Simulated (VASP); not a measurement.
A run of VASP 6.6.1 is set up as follows.

The input INCAR:

```
SYSTEM = C
ALGO = Normal
EDIFF = 1E-6
ENCUT = 520
GGA = PE
ISIF = 2
ISMEAR = 0
LASPH = .TRUE.
LCHARG = .FALSE.
LREAL = .FALSE.
LWAVE = .FALSE.
NBANDS = 11
NELM = 60
PREC = Accurate
SIGMA = 0.1
```

File KPOINTS:

```
k-points
0
G
  8 6 8
  0 0 0
```

POSCAR

```
C
1.0
    2.0930722400      0.0000000000      0.0000000000
    0.0000000000      3.1455266200      0.0000000000
    0.0000000000      0.0000000000      2.0175486700
C
2
Direct
    0.0000000000      0.0000000000      0.6687917700
    0.5000000000      0.5000000000      0.3312082300
```

Potentials or basis: VASP PAW PBE potentials, release 64 (C).

The run is started by

```bash
$ cat potpaw_PBE.64/C/POTCAR > POTCAR
$ mpirun -np 1 vasp_std > vasp.out
```

(1) What does it give for the pressure?

(2) What does it give for the largest force?

Results:

(1) 2.6 GPa.

(2) 3.019 eV/Å.

Caveat: the k points lie up to 0.39 Å⁻¹ apart; forces of over 1 eV/Å act on the atoms, so gaps and moduli don't describe the material at rest.
